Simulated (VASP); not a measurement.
# Rb (I4/mmm) in VASP: notebook

The runs below take Rb through single point, with PBE.

All numbers are computed with VASP 6.6.1; they aren't measurements. Logs are shortened: lines on timing, memory, paths and dates and some standing lists are left out, and cuts for length are marked.

**1. The cell of the first run**

It takes space group I4/mmm (No. 139, tetragonal). Conventional cell: a = 5.780 Å, b = 5.780 Å, c = 5.444 Å, α = 90.00°, β = 90.00°, γ = 90.00°.

**2. Single point, PBE (strain +0.030 along x and y, -0.030 along z)**

INCAR

```
SYSTEM = Rb
ALGO     = Fast           ! electronic algorithm
EDIFF    = 1E-7           ! SCF threshold, eV
ENCUT    = 520            ! plane-wave cutoff, eV
GGA      = PE             ! functional
ISIF     = 2              ! what is computed and relaxed
ISMEAR   = 0              ! smearing method
LASPH    = .TRUE.         ! aspherical terms in the spheres
LCHARG   = .FALSE.        ! write CHGCAR
LREAL    = .FALSE.        ! projectors in reciprocal space
LWAVE    = .FALSE.        ! write WAVECAR
NBANDS   = 10             ! bands
NELM     = 100            ! most SCF steps
PREC     = Accurate       ! precision mode
SIGMA    = 0.15           ! smearing width, eV
```

KPOINTS

```
k-points
0
G
  12 12 12
  0 0 0
```

POSCAR

```
Rb
1.0
   -2.8901800000      2.8901800000      2.7218200000
    2.8901800000     -2.8901800000      2.7218200000
    2.8901800000      2.8901800000     -2.7218200000
Rb
1
Direct
    0.0000000000      0.0000000000      0.0000000000
```

Potentials or basis: VASP PAW PBE potentials, release 64 (Rb_sv).

Started as:

```sh
$ cat potpaw_PBE.64/Rb_sv/POTCAR > POTCAR
$ mpirun -np 1 vasp_std > vasp.out
```

OUTCAR:

```text
SYSTEM = Rb
   EDIFF = 1E-7
   ENCUT = 520
   GGA = PE
   ISIF = 2
   ISMEAR = 0
   LASPH = .TRUE.
   LREAL = .FALSE.
   NELM = 100
   PREC = Accurate

 ion  position               nearest neighbor table
   1  0.000  0.000  0.000-

  LATTYP: Found a body centered tetragonal cell.
 ALAT       =     5.7803600000
 C/A-ratio  =     0.9417475728

  Lattice vectors:

 A1 = (  -2.8901800000,   2.8901800000,   2.7218200000)
 A2 = (   2.8901800000,  -2.8901800000,   2.7218200000)
 A3 = (   2.8901800000,   2.8901800000,  -2.7218200000)

Analysis of symmetry for initial positions (statically):
=====================================================================
 Subroutine PRICEL returns:
 Original cell was already a primitive cell.

 Routine SETGRP: Setting up the symmetry group for a
 body centered tetragonal supercell.

 Subroutine GETGRP returns: Found 16 space group operations
 (whereof 16 operations were pure point group operations)
 out of a pool of 16 trial point group operations.

The static configuration has the point symmetry D_4h.

Analysis of symmetry for dynamics (positions and initial velocities):
=====================================================================
 Subroutine PRICEL returns:
 Original cell was already a primitive cell.

 Routine SETGRP: Setting up the symmetry group for a
 body centered tetragonal supercell.

 Subroutine GETGRP returns: Found 16 space group operations
 (whereof 16 operations were pure point group operations)
 out of a pool of 16 trial point group operations.

The dynamic configuration has the point symmetry D_4h.

 Subroutine INISYM returns: Found 16 space group operations
 (whereof 16 operations are pure point group operations),
 and found     1 'primitive' translations

----------------------------------------------------------------------------------------

                                     Primitive cell

  volume of cell :      90.9430

  direct lattice vectors                    reciprocal lattice vectors
    -2.890180000  2.890180000  2.721820000     0.000000000  0.172999606  0.183700612
     2.890180000 -2.890180000  2.721820000     0.172999606  0.000000000  0.183700612
     2.890180000  2.890180000 -2.721820000     0.172999606  0.172999606  0.000000000

  length of vectors
     4.910660340  4.910660340  4.910660340     0.252338619  0.252338619  0.244658388

  position of ions in fractional coordinates (direct lattice)
     0.000000000  0.000000000  0.000000000

  ion indices of the primitive-cell ions
   primitive index   ion index
                 1           1

----------------------------------------------------------------------------------------

 KPOINTS: k-points

Automatic generation of k-mesh.
 Grid dimensions read from file:
 generate k-points for:   12   12   12

 Generating k-lattice:

  Cartesian coordinates                     Fractional coordinates (reciprocal lattice)
     0.000000000  0.014416634  0.015308384     0.083333333  0.000000000  0.000000000
     0.014416634  0.000000000  0.015308384     0.000000000  0.083333333  0.000000000
     0.014416634  0.014416634  0.000000000     0.000000000  0.000000000  0.083333333

  Length of vectors
     0.021028218  0.021028218  0.020388199

  Shift w.r.t. Gamma in fractional coordinates (k-lattice)
     0.000000000  0.000000000  0.000000000

 Subroutine IBZKPT returns following result:
 ===========================================

 Found    163 irreducible k-points:

 Following reciprocal coordinates:
            Coordinates               Weight
  0.000000  0.000000  0.000000      1.000000
  0.083333  0.000000 -0.000000      8.000000
  0.166667  0.000000 -0.000000      8.000000
  0.250000  0.000000 -0.000000      8.000000
  0.333333  0.000000 -0.000000      8.000000
  0.416667  0.000000  0.000000      8.000000
[... 16 lines left out ...]
  0.500000  0.166667 -0.000000     16.000000
 -0.416667  0.166667  0.000000     16.000000
 [... further k-points ...]
   k-points           NKPTS =    163   k-points in BZ     NKDIM =    163   number of bands    NBANDS=     10
   number of dos      NEDOS =    301   number of ions     NIONS =      1
   total plane-waves  NPLWV =  64000
   dimension x,y,z NGX =    40 NGY =   40 NGZ =   40
   dimension x,y,z NGXF=    80 NGYF=   80 NGZF=   80
   ions per type =               1
   NGX,Y,Z   is equivalent  to a cutoff of  13.54, 13.54, 13.54 a.u.
   NGXF,Y,Z  is equivalent  to a cutoff of  27.08, 27.08, 27.08 a.u.
 SYSTEM =  Rb
   PREC   = accura    normal or accurate (medium, high low for compatibility)
   ISTART =      0    job   : 0-new  1-cont  2-samecut
   ICHARG =      2    charge: 1-file 2-atom 10-const
   ISPIN  =      1    spin polarized calculation?
   LNONCOLLINEAR =      F non collinear calculations
   LSORBIT =      F    spin-orbit coupling
   LASPH  =      T    aspherical Exc in radial PAW
   ENCUT  =  520.0 eV  38.22 Ry    6.18 a.u.   9.13  9.13  9.13*2*pi/ulx,y,z
   NELM   =    100;   NELMIN=  2; NELMDL= -5     # of ELM steps
   EDIFF  = 0.1E-06   stopping-criterion for ELM
   LREAL  =      F    real-space projection
   EDIFFG = 0.1E-05   stopping-criterion for IOM
   NSW    =      0    number of steps for IOM
   IBRION =     -1    ionic relax: 0-MD 1-quasi-New 2-CG
   NFREE  =      0    steps in history (QN), initial steepest desc. (CG)
   ISIF   =      2    stress and relaxation
   ISYM   =      2    0-nonsym 1-usesym 2-fastsym
   POTIM  = 0.5000    time-step for ionic-motion
   TEBEG  =    0.0;   TEEND  =   0.0 temperature during run
   PSTRESS=    0.0 pullay stress
   NELECT =       9.0000    total number of electrons
   NUPDOWN=      -1.0000    fix difference up-down
   EMIN   =  10.00;   EMAX   =-10.00  energy-range for DOS
   EFERMI =   0.00;   METHOD = LEGACY
   ISMEAR =     0;   SIGMA  =   0.15  broadening in eV -4-tet -1-fermi 0-gaus
   EFERMI_NEDOS =   21; number of points for ismear=-14 and -15
   IALGO  =     68    algorithm
   IMIX   =      4    mixing-type and parameters
     AMIX     =   0.40;   BMIX     =  1.00
     AMIX_MAG =   1.60;   BMIX_MAG =  1.00
  volume/ion in A,a.u.               =      90.94       613.71
  Fermi-wavevector in a.u.,A,eV,Ry     =   0.757238  1.430973  7.801716  0.573410
  Thomas-Fermi vector in A             =   1.855539
   LORBIT       =      0    0 simple, 1 ext, 2 COOP (PROOUT), +10 PAW based schemes
   GGA     = PE    functional components
   LHFCALC =     F    Hartree Fock is set to
   AEXX    =    0.0000 exact exchange contribution
   IVDW    =     0    specifies the selected vdW correction
   LEPSILON=     F    determine dielectric tensor
   LRPA    =     F    only Hartree local field effects (RPA)
 non-spin polarized calculation
 RMM-DIIS sequential band-by-band and
 Gauss-broadening in eV      SIGMA  =   0.15
  energy-cutoff  :      520.00
  volume of cell :       90.94
 maximum number of plane-waves:      2468
 NGX is ok and might be reduce to    40
   NGX = 19   NGY = 19   NGZ = 19

 number of electron       9.0000000 magnetization

 Free energy of the ion-electron system (eV)
  ---------------------------------------------------
  ext. energy  EPLUGINS =         0.00000000
  ---------------------------------------------------
  free energy    TOTEN  =        -0.94048129 eV

  energy without entropy =       -0.92962555  energy(sigma->0) =       -0.93505342

 E-fermi :   0.0100     XC(G=0):  -5.4677

 val. band max:        0.0001002647   @ k =   0.3333   0.0833   0.0833
 cond. band min:       0.0284021576   @ k =  -0.4167   0.4167   0.1667
 fundamental gap:      0.0283018930
 Fermi energy:         0.0099537913

 k-point     1 :       0.0000    0.0000    0.0000
  band No.  band energies     occupation
      1     -28.8891      2.00000
      2     -12.9313      2.00000
      3     -12.9313      2.00000
      4     -12.9311      2.00000
      5      -1.9594      2.00000
      6       3.4949      0.00000
      7       3.8088      0.00000
      8       3.8088      0.00000
      9       4.4095      0.00000
     10       4.8399      0.00000

 k-point     2 :       0.0833    0.0000   -0.0000
  band No.  band energies     occupation
      1     -28.8888      2.00000
      2     -12.9378      2.00000
      3     -12.9336      2.00000
      4     -12.9314      2.00000
      5      -1.8754      2.00000
      6       3.4524      0.00000
      7       3.6671      0.00000
      8       3.7979      0.00000
      9       4.3599      0.00000
     10       4.6842      0.00000

 k-point     3 :       0.1667    0.0000   -0.0000
  band No.  band energies     occupation
      1     -28.8880      2.00000
      2     -12.9556      2.00000
      3     -12.9396      2.00000
      4     -12.9318      2.00000
      5      -1.6287      2.00000
      6       3.1723      0.00000
      7       3.2282      0.00000
      8       3.9581      0.00000
      9       4.3800      0.00000
     10       4.5549      0.00000

 k-point     4 :       0.2500    0.0000   -0.0000
  band No.  band energies     occupation
      1     -28.8869      2.00000
      2     -12.9797      2.00000
      3     -12.9479      2.00000
      4     -12.9324      2.00000
      5      -1.2352      2.00000
      6       2.5341      0.00000
      7       2.9422      0.00000
      8       4.3020      0.00000
      9       4.4835      0.00000
     10       4.5523      0.00000

 k-point     5 :       0.3333    0.0000   -0.0000
  band No.  band energies     occupation
      1     -28.8858      2.00000
      2     -13.0034      2.00000
      3     -12.9562      2.00000
      4     -12.9330      2.00000
      5      -0.7230      2.00000
      6       1.8968      0.00000
      7       2.7036      0.00000
      8       4.5378      0.00000
      9       4.6311      0.00000
     10       4.7799      0.00000

 k-point     6 :       0.4167    0.0000    0.0000
  band No.  band energies     occupation
      1     -28.8851      2.00000
      2     -13.0205      2.00000
      3     -12.9623      2.00000
      4     -12.9334      2.00000
      5      -0.1404      1.84370
      6       1.2797      0.00000
      7       2.5509      0.00000
      8       4.4025      0.00000
      9       4.8453      0.00000
     10       5.3613      0.00000
[... 183 lines left out ...]
 k-point    21 :       0.3333    0.1667   -0.0000
  band No.  band energies     occupation
      1     -28.8848      2.00000
      2     -13.0156      2.00000
      3     -12.9683      2.00000
      4     -12.9412      2.00000
      5       0.1047      0.37192
      6       1.3334      0.00000
      7       2.2178      0.00000
      8       4.0627      0.00000
      9       4.7111      0.00000
     10       5.4008      0.00000

 k-point    22 :       0.4167    0.1667   -0.0000
  band No.  band energies     occupation
      1     -28.8846      2.00000
      2     -13.0185      2.00000
      3     -12.9722      2.00000
      4     -12.9408      2.00000
      5       0.5391      0.00000
      6       0.9171      0.00000
      7       2.1531      0.00000
      8       3.9512      0.00000
      9       4.9538      0.00000
     10       5.2335      0.00000

 k-point    23 :       0.5000    0.1667   -0.0000
  band No.  band energies     occupation
      1     -28.8848      2.00000
      2     -13.0141      2.00000
      3     -12.9691      2.00000
      4     -12.9398      2.00000
      5       0.0333      0.82598
      6       1.4050      0.00000
      7       2.2044      0.00000
      8       4.0728      0.00000
      9       4.7595      0.00000
     10       5.2306      0.00000

 k-point    24 :      -0.4167    0.1667    0.0000
  band No.  band energies     occupation
      1     -28.8855      2.00000
      2     -13.0031      2.00000
      3     -12.9602      2.00000
      4     -12.9383      2.00000
      5      -0.5455      2.00000
      6       1.9293      0.00000
      7       2.3963      0.00000
      8       4.3104      0.00000
      9       4.4861      0.00000
     10       5.1200      0.00000

 [... further k-points ...]

------------------------ aborting loop because EDIFF is reached ----------------------------------------

  FORCE on cell =-STRESS in cart. coord.  units (eV):
  Direction    XX          YY          ZZ          XY          YZ          ZX
  --------------------------------------------------------------------------------------
  -------------------------------------------------------------------------------------
  Total       -0.0007779     -0.0007779      0.0145133      0.0000000     -0.0000000      0.0000000
  in kB       -0.0137038     -0.0137038      0.2556856      0.0000000     -0.0000000      0.0000000
  external PRESSURE =       0.0760927 kB  Pullay stress =       0.0000000 kB

 VOLUME and BASIS-vectors are now :
 -----------------------------------------------------------------------------
  energy-cutoff  :      520.00
  volume of cell :       90.94
      direct lattice vectors                 reciprocal lattice vectors
    -2.890180000  2.890180000  2.721820000     0.000000000  0.172999606  0.183700612
     2.890180000 -2.890180000  2.721820000     0.172999606  0.000000000  0.183700612
     2.890180000  2.890180000 -2.721820000     0.172999606  0.172999606  0.000000000

 POSITION                                       TOTAL-FORCE (eV/Angst)
 -----------------------------------------------------------------------------------
      0.00000      0.00000      0.00000        -0.000000      0.000000      0.000000
 -----------------------------------------------------------------------------------
    total drift:                                0.000000      0.000000     -0.000000

  FREE ENERGIE OF THE ION-ELECTRON SYSTEM (eV)
  ---------------------------------------------------
  free  energy   TOTEN  =        -0.9404812874 eV

  energy  without entropy=       -0.9296255480  energy(sigma->0) =       -0.93505342
```

Wall time 1.8 min (1 thread of Intel Xeon 6975P-C (Granite Rapids), shared host); peak memory 0.32 GiB.

Results:

- Free energy: -0.9405 eV
- Pressure: 0.0 GPa

Caveat: the cell differs from its parent crystal (strain +0.030 along x and y, -0.030 along z).

**3. Single point, PBE (strain +0.030 along x and y, -0.015 along z)**

INCAR

```
PREC = Accurate ; ENCUT = 520
EDIFF = 1E-6 ; ISMEAR = 0
SIGMA = 0.15 ; LREAL = False
LASPH = True ; NELM = 100
ALGO = Fast ; ISIF = 2
LWAVE = False ; LCHARG = False
GGA = PE ; NBANDS = 10
```

KPOINTS

```
Automatic mesh
0
Gamma
  12 12 12
```

POSCAR

```
Rb
1.0
   -2.8901800000      2.8901800000      2.7639100000
    2.8901800000     -2.8901800000      2.7639100000
    2.8901800000      2.8901800000     -2.7639100000
Rb
1
Direct
    0.0000000000      0.0000000000      0.0000000000
```

Potentials or basis: VASP PAW PBE potentials, release 64 (Rb_sv).

Started as:

```sh
$ cat potpaw_PBE.64/Rb_sv/POTCAR > POTCAR
$ mpirun -np 1 vasp_std > vasp.out
```

It took 87 s on 1 thread of Intel Xeon 6975P-C (Granite Rapids), shared host; peak memory 0.33 GiB.

The run converged. Its results:

| Quantity | Value |
| --- | --- |
| Free energy | -0.9405 eV |
| Pressure | 0.0 GPa |

Levels at points of the mesh, in eV from the Fermi level:
```csv
k point,band 1,band 2,band 3,band 4,band 5,band 6,band 7,band 8,band 9,band 10
"(0.00, 0.00, 0.00)",-28.91,-12.95,-12.95,-12.95,-1.95,3.52,3.75,3.75,4.43,4.75
"(0.50, 0.00, 0.00)",-28.90,-13.04,-12.98,-12.95,0.28,0.81,2.51,4.26,5.06,5.29
"(0.50, 0.50, 0.00)",-28.90,-13.04,-12.98,-12.95,0.19,0.71,2.75,4.12,5.09,5.27
"(0.50, 0.50, 0.50)",-28.90,-13.02,-13.02,-13.01,1.21,1.33,3.07,3.07,3.51,4.72
```

Caveat: the cell differs from its parent crystal (strain +0.030 along x and y, -0.015 along z).
